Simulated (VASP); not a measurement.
LiCl, 2 atoms in the cell. It takes space group R-3m (No. 166, trigonal). Conventional cell: a = 3.829 Å, b = 3.829 Å, c = 7.972 Å, α = 90.00°, β = 90.00°, γ = 120.00°. Li (site symmetry -3m) has 6 Cl at 2.58 Å within 3.4 Å. Within 3.4 Å of Cl (site symmetry -3m) lie 6 Li at 2.58 Å.  This cell differs from its parent crystal: ratio of the length along [111] to the lengths across it x 0.85, volume and fractional coordinates fixed.

| Item | Value |
| --- | --- |
| Program | VASP 6.6.1 |
| Task | single point |
| Functional | PBE |
| Potentials or basis | VASP PAW PBE potentials, release 64 (Li_sv, Cl) |
| Cutoff | 520 eV |
| k mesh | 8 × 8 × 8 |
| Occupations | gaussian, width 0.05 eV |
| Spin | no spin polarisation |
| Dipole correction | no |
| Further INCAR settings | ALGO = Normal; EDIFF = 1e-06; NBANDS = 12 |

Potentials or basis: VASP PAW PBE potentials, release 64 (Li_sv, Cl).

Command:

```console
$ cat potpaw_PBE.64/Li_sv/POTCAR potpaw_PBE.64/Cl/POTCAR > POTCAR
$ mpirun -np 1 vasp_std > vasp.out
```

Hardware: 1 thread of Intel(R) Xeon(R) Platinum 8259CL CPU @ 2.50GHz (Skylake/Cascade Lake), on a shared host.

Estimate the wall time of this run.

Run time: 20 s on 1 thread of Intel(R) Xeon(R) Platinum 8259CL CPU @ 2.50GHz (Skylake/Cascade Lake), with other jobs on the host, peak memory 0.16 GiB. Counts: scf iterations 12, k points 65.
